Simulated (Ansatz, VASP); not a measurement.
# Au: VASP beside Ansatz

File POSCAR:

```
Au
1.0
    1.2984051678     -2.3514583830      0.0000000000
    1.2984051678      2.3514583830      0.0000000000
    0.0000000000      0.0000000000      5.2846231788
Au
2
Direct
    0.6653279700      0.3346720300      0.2500000000
    0.3346720300      0.6653279700      0.7500000000
```

Contents of INCAR.step1:

```
PREC     = Accurate       # precision mode
ENCUT    = 520            # plane-wave cutoff, eV
ISMEAR   = 0              # smearing method
SIGMA    = 0.15           # smearing width, eV
LREAL    = F              # projectors in reciprocal space
LASPH    = T              # aspherical terms in the spheres
NELM     = 80             # most SCF steps
NBANDS   = 18             # bands
GGA      = PE             # functional
ALGO     = Normal         # electronic algorithm
EDIFF    = 1E-4           # SCF threshold, eV
LWAVE    = T              # write WAVECAR
LCHARG   = F              # write CHGCAR
```

File INCAR.step2:

```
PREC     = Accurate       # precision mode
ENCUT    = 520            # plane-wave cutoff, eV
EDIFF    = 1E-7           # SCF threshold, eV
ISMEAR   = 0              # smearing method
SIGMA    = 0.15           # smearing width, eV
LREAL    = F              # projectors in reciprocal space
LASPH    = T              # aspherical terms in the spheres
NELM     = 80             # most SCF steps
ALGO     = Normal         # electronic algorithm
ISIF     = 2              # what is computed and relaxed
LWAVE    = F              # write WAVECAR
LCHARG   = T              # write CHGCAR
METAGGA  = R2SCAN         # meta-GGA
LMIXTAU  = T            
LELF     = T              # ELF
LVHAR    = T            
NBANDS   = 18             # bands
ISTART   = 1
```

KPOINTS

```
regular mesh
0
Gamma
  20 20 10
```

Input for Ansatz:

```yaml
crystal:
  lattice:
    - [1.2984051678, -2.351458383, 0.0]
    - [1.2984051678, 2.351458383, 0.0]
    - [0.0, 0.0, 5.2846231788]
  atoms:
    - { symbol: Au, position: [0.66532797, 0.33467203, 0.25] }
    - { symbol: Au, position: [0.33467203, 0.66532797, 0.75] }
basis:
  ecutwfc: 500
kpoints:
  mp_grid: { grid: [20, 20, 10] }
hamiltonian:
  xc: r2scan
scf:
  occupations: { method: gaussian, width: 0.15 }
output:
  forces: true
  stress: true
  eigenvalues: true
```

Change from the starting cell: strain -0.080 along x and y, +0.080 along z, atoms carried along.

Alike in both runs: task single point; functional r2SCAN; k mesh 20 × 20 × 10; occupations gaussian, width 0.15 eV; no spin polarisation.

```csv
,VASP,Ansatz
version,VASP 6.6.1,Ansatz 0.2.0
potentials or method,"VASP PAW PBE potentials, release 64 (Au), cutoff 520 eV","scalar-relativistic, plane waves, PAW"
valence electrons in the cell,22,38
```

|  | VASP | Ansatz | Ansatz less VASP |
| --- | --- | --- | --- |
| gap on the k mesh at the Fermi level (eV) | none | none | - |
| pressure (GPa) | 28.2 | 27.6 | -0.61 |
| traceless stress, the component that is largest in VASP (GPa) | -22.06 | -21.72 | +0.340 |

VASP's potentials were made for PBE, not for r2SCAN. A gap of «none» marks a metal or a gap that the smearing closes. VASP's potentials hold 22 valence electrons a cell and Ansatz's 38, so a difference there can come from the potentials and not from the codes.

Spin-orbit coupling is off throughout.
